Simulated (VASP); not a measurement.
Set up this calculation in VASP 6.6.1, as the native input.

* Task: single point
* Functional: LDA
* Potentials or basis: VASP PAW LDA potentials, release 64 (Sr_sv, Cl)
* Cutoff: 520 eV
* k mesh: 5 × 5 × 2
* Occupations: gaussian, width 0.05 eV
* Spin: no spin polarisation
* Dipole correction: no
* Further INCAR settings: ALGO = Normal; EDIFF = 1e-06; NBANDS = 46

The structure of SrCl2 lies in POSCAR:

```
SrCl2
1.0
    3.4855000000     -3.4855000000      0.0000000000
    3.4855000000      0.0000000000     -3.4855000000
    6.7977949192      6.7977949192      6.7977949192
Sr Cl
3 6
Direct
    0.6666666667      0.6666666667      0.1709303576
    0.0000000000      0.0000000000      0.8545834229
    0.3333333333      0.3333333333      0.5127568902
    0.6666666667      0.6666666667      0.4273002571
    1.0000000000      0.0000000000      0.0854737245
    0.3333333333      0.3333333333      0.7691267897
    0.6666666667      0.6666666667      0.9400400560
    1.0000000000      1.0000000000      0.5982135234
    0.3333333333      0.3333333333      0.2563869908
```

This cell differs from its parent crystal: the distance across one plane changed.

The input as run:

INCAR

```
SYSTEM = SrCl2
  PREC = Accurate
  ENCUT = 520
  EDIFF = 1E-6
  ISMEAR = 0
  SIGMA = 0.05
  LREAL = .False.
  LASPH = .True.
  NELM = 80
  ALGO = Normal
  ISIF = 2
  LWAVE = .False.
  LCHARG = .False.
  NBANDS = 46
```

KPOINTS

```
Automatic mesh
0
Gamma
  5 5 2
  0 0 0
```

Potentials or basis: VASP PAW LDA potentials, release 64 (Sr_sv, Cl).

The run is started by

```console
$ cat potpaw_LDA.64/Sr_sv/POTCAR potpaw_LDA.64/Cl/POTCAR > POTCAR
$ mpirun -np 1 vasp_std > vasp.out
```

It gave:

* Pressure: -1.3 GPa
* Largest force: 0.834 eV/Å
* Band gap on the k mesh: 5.06 eV (least direct gap 5.33 eV)

Caveat: the cell differs from its parent crystal (the distance across one plane changed).

Run time: 3.5 min on 1 thread of Oxide Virtual Turin-like Processor, on a shared host, peak memory 0.29 GiB.
